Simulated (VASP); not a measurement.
# SnSe2 (P6/mmm) in VASP: a series of runs

Runs on SnSe2. Level: PBEsol. Tasks: single point, relaxation of cell and atoms.

Everything below comes from runs of VASP 6.6.1. Logs are shortened: lines on timing, memory, paths and dates and some standing lists are left out, and cuts for length are marked.

## 1. The cell of the first run

Symmetry: P6/mmm, No. 191, hexagonal system. The conventional cell has a = 4.533 Å, b = 4.533 Å, c = 2.928 Å, α = 90.00°, β = 90.00°, γ = 120.00°. Within 3.9 Å of Sn (site symmetry 6/mmm) lie 2 Sn at 2.93 Å and 12 Se at 3.00 Å. Within 3.5 Å of Se (site symmetry -6m2) lie 5 Se at 2.62 to 2.93 Å and 6 Sn at 3.00 Å.

## 2. Single point, PBEsol

File INCAR:

```
SYSTEM = SnSe2
PREC = Accurate ; ENCUT = 520
EDIFF = 1E-7 ; ISMEAR = 0
SIGMA = 0.01 ; LREAL = .False.
LASPH = .True. ; NELM = 100
ALGO = Normal ; ISIF = 2
LWAVE = .False. ; LCHARG = .True.
GGA = PS ; LELF = .True.
LVHAR = .True. ; NBANDS = 20
```

File KPOINTS:

```
Automatic mesh
0
Gamma
  6 6 5
  0 0 0
```

File POSCAR:

```
SnSe2
1.0
    4.5325809816      0.0000000000      0.0000000000
   -2.2662904908      3.9253302748      0.0000000000
    0.0000000000      0.0000000000      2.9276237176
Sn Se
1 2
Direct
    0.0000000000      0.0000000000      0.0000000000
    0.3333333333      0.6666666667      0.5000000000
    0.6666666667      0.3333333333      0.5000000000
```

Potentials or basis: VASP PAW PBE potentials, release 64 (Sn_d, Se).

Launch:

```console
$ cat potpaw_PBE.64/Sn_d/POTCAR potpaw_PBE.64/Se/POTCAR > POTCAR
$ mpirun -np 1 vasp_std > vasp.out
```

OUTCAR:

```text
SYSTEM = SnSe2
   PREC = Accurate
   ENCUT = 520
   EDIFF = 1E-7
   ISMEAR = 0
   LREAL = .False.
   LASPH = .True.
   NELM = 100
   ISIF = 2
   GGA = PS

 ion  position               nearest neighbor table
   1  0.000  0.000  0.000-   2 3.00   3 3.00   2 3.00   3 3.00   3 3.00   3 3.00   2 3.00   2 3.00
                             3 3.00   3 3.00   2 3.00   2 3.00
   2  0.333  0.667  0.500-   3 2.62   3 2.62   3 2.62   1 3.00   1 3.00   1 3.00   1 3.00   1 3.00
                             1 3.00
   3  0.667  0.333  0.500-   2 2.62   2 2.62   2 2.62   1 3.00   1 3.00   1 3.00   1 3.00   1 3.00
                             1 3.00

  LATTYP: Found a hexagonal cell.
 ALAT       =     4.5325809816
 C/A-ratio  =     0.6459065441

  Lattice vectors:

 A1 = (   4.5325809816,   0.0000000000,   0.0000000000)
 A2 = (  -2.2662904908,   3.9253302748,   0.0000000000)
 A3 = (   0.0000000000,   0.0000000000,   2.9276237176)

Analysis of symmetry for initial positions (statically):
=====================================================================
 Subroutine PRICEL returns:
 Original cell was already a primitive cell.

 Routine SETGRP: Setting up the symmetry group for a
 hexagonal supercell.

 Subroutine GETGRP returns: Found 24 space group operations
 (whereof 24 operations were pure point group operations)
 out of a pool of 24 trial point group operations.

The static configuration has the point symmetry D_6h.

Analysis of symmetry for dynamics (positions and initial velocities):
=====================================================================
 Subroutine PRICEL returns:
 Original cell was already a primitive cell.

 Routine SETGRP: Setting up the symmetry group for a
 hexagonal supercell.

 Subroutine GETGRP returns: Found 24 space group operations
 (whereof 24 operations were pure point group operations)
 out of a pool of 24 trial point group operations.

The dynamic configuration has the point symmetry D_6h.

 Subroutine INISYM returns: Found 24 space group operations
 (whereof 24 operations are pure point group operations),
 and found     1 'primitive' translations

----------------------------------------------------------------------------------------

                                     Primitive cell

  volume of cell :      52.0879

  direct lattice vectors                    reciprocal lattice vectors
     4.532580982  0.000000000  0.000000000     0.220624850  0.127377817  0.000000000
    -2.266290491  3.925330275  0.000000000     0.000000000  0.254755633  0.000000000
     0.000000000  0.000000000  2.927623718     0.000000000  0.000000000  0.341573951

  length of vectors
     4.532580982  4.532580982  2.927623718     0.254755633  0.254755633  0.341573951

  position of ions in fractional coordinates (direct lattice)
     0.000000000  0.000000000  0.000000000
     0.333333333  0.666666667  0.500000000
     0.666666667  0.333333333  0.500000000

  ion indices of the primitive-cell ions
   primitive index   ion index
                 1           1
                 2           2
                 3           3

----------------------------------------------------------------------------------------

 KPOINTS: Automatic mesh

Automatic generation of k-mesh.
 Grid dimensions read from file:
 generate k-points for:    6    6    5

 Generating k-lattice:

  Cartesian coordinates                     Fractional coordinates (reciprocal lattice)
     0.036770808  0.021229636  0.000000000     0.166666667  0.000000000  0.000000000
     0.000000000  0.042459272  0.000000000     0.000000000  0.166666667  0.000000000
     0.000000000  0.000000000  0.068314790     0.000000000  0.000000000  0.200000000

  Length of vectors
     0.042459272  0.042459272  0.068314790

  Shift w.r.t. Gamma in fractional coordinates (k-lattice)
     0.000000000  0.000000000  0.000000000

 Subroutine IBZKPT returns following result:
 ===========================================

 Found     21 irreducible k-points:

 Following reciprocal coordinates:
            Coordinates               Weight
  0.000000  0.000000  0.000000      1.000000
  0.166667  0.000000  0.000000      6.000000
  0.333333 -0.000000  0.000000      6.000000
  0.500000  0.000000  0.000000      3.000000
  0.166667  0.166667  0.000000      6.000000
  0.333333  0.166667  0.000000     12.000000
[... 13 lines left out ...]
  0.333333  0.166667  0.400000     24.000000
  0.333333  0.333333  0.400000      4.000000
   k-points           NKPTS =     21   k-points in BZ     NKDIM =     21   number of bands    NBANDS=     20
   number of dos      NEDOS =    301   number of ions     NIONS =      3
   total plane-waves  NPLWV =  31104
   dimension x,y,z NGX =    36 NGY =   36 NGZ =   24
   dimension x,y,z NGXF=    72 NGYF=   72 NGZF=   48
   ions per type =               1   2
   NGX,Y,Z   is equivalent  to a cutoff of  13.20, 13.20, 13.63 a.u.
   NGXF,Y,Z  is equivalent  to a cutoff of  26.41, 26.41, 27.26 a.u.
 SYSTEM =  SnSe2
   PREC   = accura    normal or accurate (medium, high low for compatibility)
   ISTART =      0    job   : 0-new  1-cont  2-samecut
   ICHARG =      2    charge: 1-file 2-atom 10-const
   ISPIN  =      1    spin polarized calculation?
   LNONCOLLINEAR =      F non collinear calculations
   LSORBIT =      F    spin-orbit coupling
   LASPH  =      T    aspherical Exc in radial PAW
   ENCUT  =  520.0 eV  38.22 Ry    6.18 a.u.   8.43  8.43  5.44*2*pi/ulx,y,z
   NELM   =    100;   NELMIN=  2; NELMDL= -5     # of ELM steps
   EDIFF  = 0.1E-06   stopping-criterion for ELM
   LREAL  =      F    real-space projection
   EDIFFG = 0.1E-05   stopping-criterion for IOM
   NSW    =      0    number of steps for IOM
   IBRION =     -1    ionic relax: 0-MD 1-quasi-New 2-CG
   NFREE  =      0    steps in history (QN), initial steepest desc. (CG)
   ISIF   =      2    stress and relaxation
   ISYM   =      2    0-nonsym 1-usesym 2-fastsym
   POTIM  = 0.5000    time-step for ionic-motion
   TEBEG  =    0.0;   TEEND  =   0.0 temperature during run
   PSTRESS=    0.0 pullay stress
   NELECT =      26.0000    total number of electrons
   NUPDOWN=      -1.0000    fix difference up-down
   EMIN   =  10.00;   EMAX   =-10.00  energy-range for DOS
   EFERMI =   0.00;   METHOD = LEGACY
   ISMEAR =     0;   SIGMA  =   0.01  broadening in eV -4-tet -1-fermi 0-gaus
   EFERMI_NEDOS =   21; number of points for ismear=-14 and -15
   IALGO  =     38    algorithm
   IMIX   =      4    mixing-type and parameters
     AMIX     =   0.40;   BMIX     =  1.00
     AMIX_MAG =   1.60;   BMIX_MAG =  1.00
  volume/ion in A,a.u.               =      17.36       117.17
  Fermi-wavevector in a.u.,A,eV,Ry     =   1.298634  2.454063 22.945567  1.686452
  Thomas-Fermi vector in A             =   2.429950
   LORBIT       =      0    0 simple, 1 ext, 2 COOP (PROOUT), +10 PAW based schemes
   GGA     = PS    functional components
   LHFCALC =     F    Hartree Fock is set to
   AEXX    =    0.0000 exact exchange contribution
   IVDW    =     0    specifies the selected vdW correction
   LEPSILON=     F    determine dielectric tensor
   LRPA    =     F    only Hartree local field effects (RPA)
 non-spin polarized calculation
 Gauss-broadening in eV      SIGMA  =   0.01
  energy-cutoff  :      520.00
  volume of cell :       52.09
 maximum number of plane-waves:      1421
 NGX is ok and might be reduce to    36
   NGX = 17   NGY = 17   NGZ = 11

 number of electron      25.9999997 magnetization

 Free energy of the ion-electron system (eV)
  ---------------------------------------------------
  ext. energy  EPLUGINS =         0.00000000
  ---------------------------------------------------
  free energy    TOTEN  =       -10.44927045 eV

  energy without entropy =      -10.44909904  energy(sigma->0) =      -10.44918474

 E-fermi :  10.1211     XC(G=0): -11.8692

 val. band max:       10.1181013292   @ k =   0.5000   0.0000   0.4000
 cond. band min:      10.2608481112   @ k =   0.1667   0.1667   0.4000
 fundamental gap:      0.1427467820
 Fermi energy:        10.1211470311

 k-point     1 :       0.0000    0.0000    0.0000
  band No.  band energies     occupation
      1     -11.8563      2.00000
      2     -11.5878      2.00000
      3     -11.5878      2.00000
      4     -11.4708      2.00000
      5     -11.4708      2.00000
      6      -7.6411      2.00000
[... 12 lines left out ...]
     19      22.0647      0.00000
     20      22.5225      0.00000

 k-point     2 :       0.1667    0.0000    0.0000
  band No.  band energies     occupation
      1     -11.8551      2.00000
      2     -11.5919      2.00000
      3     -11.5833      2.00000
      4     -11.4717      2.00000
      5     -11.4710      2.00000
      6      -7.4095      2.00000
[... 12 lines left out ...]
     19      20.6618      0.00000
     20      22.1787      0.00000

 k-point     3 :       0.3333   -0.0000    0.0000
  band No.  band energies     occupation
      1     -11.8528      2.00000
      2     -11.6006      2.00000
      3     -11.5743      2.00000
      4     -11.4736      2.00000
      5     -11.4713      2.00000
      6      -6.7512      2.00000
[... 12 lines left out ...]
     19      18.7645      0.00000
     20      20.8498      0.00000

 k-point     4 :       0.5000    0.0000    0.0000
  band No.  band energies     occupation
      1     -11.8517      2.00000
      2     -11.6053      2.00000
      3     -11.5697      2.00000
      4     -11.4745      2.00000
      5     -11.4715      2.00000
      6      -6.1003      2.00000
[... 12 lines left out ...]
     19      17.7647      0.00000
     20      18.9552      0.00000

 k-point     5 :       0.1667    0.1667    0.0000
  band No.  band energies     occupation
      1     -11.8533      2.00000
      2     -11.5960      2.00000
      3     -11.5790      2.00000
      4     -11.4729      2.00000
      5     -11.4714      2.00000
      6      -6.9591      2.00000
[... 12 lines left out ...]
     19      19.5383      0.00000
     20      20.6279      0.00000

 k-point     6 :       0.3333    0.1667    0.0000
  band No.  band energies     occupation
      1     -11.8516      2.00000
      2     -11.5993      2.00000
      3     -11.5761      2.00000
      4     -11.4740      2.00000
      5     -11.4720      2.00000
      6      -6.1657      2.00000
[... 12 lines left out ...]
     19      18.1396      0.00000
     20      19.5822      0.00000

 k-point     7 :       0.3333    0.3333    0.0000
  band No.  band energies     occupation
      1     -11.8510      2.00000
      2     -11.5881      2.00000
      3     -11.5881      2.00000
      4     -11.4732      2.00000
      5     -11.4732      2.00000
      6      -5.3594      2.00000
[... 12 lines left out ...]
     19      18.0864      0.00000
     20      18.8598      0.00000
[... 208 lines left out ...]
 k-point    17 :       0.3333   -0.0000    0.4000
  band No.  band energies     occupation
      1     -11.6891      2.00000
      2     -11.6665      2.00000
      3     -11.5590      2.00000
      4     -11.5468      2.00000
      5     -11.3871      2.00000
      6      -4.9603      2.00000
[... 12 lines left out ...]
     19      17.7588      0.00000
     20      18.8858      0.00000

 k-point    18 :       0.5000    0.0000    0.4000
  band No.  band energies     occupation
      1     -11.6975      2.00000
      2     -11.6679      2.00000
      3     -11.5605      2.00000
      4     -11.5441      2.00000
      5     -11.3844      2.00000
      6      -4.3409      2.00000
[... 12 lines left out ...]
     19      19.8200      0.00000
     20      20.4840      0.00000

 k-point    19 :       0.1667    0.1667    0.4000
  band No.  band energies     occupation
      1     -11.6830      2.00000
      2     -11.6677      2.00000
      3     -11.5571      2.00000
      4     -11.5492      2.00000
      5     -11.3884      2.00000
      6      -5.1632      2.00000
[... 12 lines left out ...]
     19      17.8580      0.00000
     20      19.1843      0.00000

 k-point    20 :       0.3333    0.1667    0.4000
  band No.  band energies     occupation
      1     -11.6926      2.00000
      2     -11.6728      2.00000
      3     -11.5576      2.00000
      4     -11.5469      2.00000
      5     -11.3845      2.00000
      6      -4.4121      2.00000
[... 12 lines left out ...]
     19      18.7905      0.00000
     20      19.6870      0.00000

 k-point    21 :       0.3333    0.3333    0.4000
  band No.  band energies     occupation
      1     -11.6851      2.00000
      2     -11.6851      2.00000
      3     -11.5518      2.00000
      4     -11.5518      2.00000
      5     -11.3834      2.00000
      6      -3.6917      2.00000
[... 12 lines left out ...]
     19      20.1165      0.00000
     20      20.1165      0.00000

------------------------ aborting loop because EDIFF is reached ----------------------------------------

  FORCE on cell =-STRESS in cart. coord.  units (eV):
  Direction    XX          YY          ZZ          XY          YZ          ZX
  --------------------------------------------------------------------------------------
  -------------------------------------------------------------------------------------
  Total        9.8653975      9.8653975      9.8153398     -0.0000000      0.0000000      0.0000000
  in kB      303.4506969    303.4506969    301.9109672     -0.0000000      0.0000000      0.0000000
  external PRESSURE =     302.9374537 kB  Pullay stress =       0.0000000 kB

 VOLUME and BASIS-vectors are now :
 -----------------------------------------------------------------------------
  energy-cutoff  :      520.00
  volume of cell :       52.09
      direct lattice vectors                 reciprocal lattice vectors
     4.532580982  0.000000000  0.000000000     0.220624850  0.127377817  0.000000000
    -2.266290491  3.925330275  0.000000000     0.000000000  0.254755633  0.000000000
     0.000000000  0.000000000  2.927623718     0.000000000  0.000000000  0.341573951

 POSITION                                       TOTAL-FORCE (eV/Angst)
 -----------------------------------------------------------------------------------
      0.00000      0.00000      0.00000        -0.000000      0.000000     -0.000000
     -0.00000      2.61689      1.46381        -0.000000      0.000000     -0.000000
      2.26629      1.30844      1.46381         0.000000      0.000000      0.000000
 -----------------------------------------------------------------------------------
    total drift:                                0.000000      0.000000     -0.000000

  FREE ENERGIE OF THE ION-ELECTRON SYSTEM (eV)
  ---------------------------------------------------
  free  energy   TOTEN  =       -10.4492704453 eV

  energy  without entropy=      -10.4490990427  energy(sigma->0) =      -10.44918474
```

Wall time 14 s (1 thread of Intel Xeon 6975P-C (Granite Rapids), shared host); peak memory 0.18 GiB.

Results:

```yaml
Free_energy: -10.4493 eV
Pressure: 30.3 GPa
Band_gap_on_the_k_mesh: zero (band 13 reaches 10.98 eV, above the bottom of band 14 at 8.09 eV)
```

Levels at points of the mesh, in eV from the Fermi level:
```
           k point  band 9  band 10  band 11  band 12  band 13  band 14  band 15  band 16  band 17  band 18
(0.00, 0.00, 0.00)   -6.60    -6.60    -4.83    -4.83    -1.02     2.95     4.93     7.31     7.31    10.01
(0.50, 0.00, 0.00)   -8.36    -1.29    -1.11     0.35     0.41     1.27     2.31     3.27     7.05     7.34
```

Caveat: the k points lie up to 0.43 Å⁻¹ apart; the PAW data sets were made with another functional, which shifts forces and pressure a little; spin-orbit coupling is left out, which moves the levels of the heavy elements.

## 3. Single point, PBEsol

This run uses another cell than the first one, of 18.49 Å³/atom, 1.065 times its volume.

File INCAR:

```
SYSTEM = SnSe2
PREC = Accurate
ENCUT = 520
EDIFF = 1E-6
ISMEAR = 0
SIGMA = 0.01
LREAL = .False.
LASPH = .True.
NELM = 100
ALGO = Normal
ISIF = 2
LWAVE = .False.
LCHARG = .False.
GGA = PS
NBANDS = 20
```

File KPOINTS:

```
regular mesh
0
Gamma
  6 6 5
  0 0 0
```

File POSCAR:

```
SnSe2
1.0
    4.6181644242      0.0000000000      0.0000000000
   -2.3090822121      3.9994477102      0.0000000000
    0.0000000000      0.0000000000      3.0036321853
Sn Se
1 2
Direct
    0.0000000000      0.0000000000      0.0000000000
    0.3333333333      0.6666666667      0.5000000000
    0.6666666667      0.3333333333      0.5000000000
```

Potentials or basis: VASP PAW PBE potentials, release 64 (Sn_d, Se).

Launch:

```console
$ cat potpaw_PBE.64/Sn_d/POTCAR potpaw_PBE.64/Se/POTCAR > POTCAR
$ mpirun -np 1 vasp_std > vasp.out
```

Run time: 11 s. Hardware: 1 thread of Intel Xeon 6975P-C (Granite Rapids), shared host; peak memory 0.18 GiB.

The run converged. Its results:

- Free energy: -10.9751 eV
- Pressure: 20.2 GPa
- Band gap on the k mesh: zero (band 13 reaches 9.97 eV, above the bottom of band 14 at 7.35 eV)

Levels at points of the mesh, in eV from the Fermi level:
```
           k point  band 11  band 12  band 13  band 14  band 15  band 16
(0.00, 0.00, 0.00)    -4.57    -4.57    -1.19     2.46     4.76     6.63
(0.50, 0.00, 0.00)    -1.31     0.07     0.32     0.94     2.22     2.88
```

Caveat: the k points lie up to 0.42 Å⁻¹ apart; the PAW data sets were made with another functional, which shifts forces and pressure a little; spin-orbit coupling is left out, which moves the levels of the heavy elements.

(Continued in part 2 of 2.)
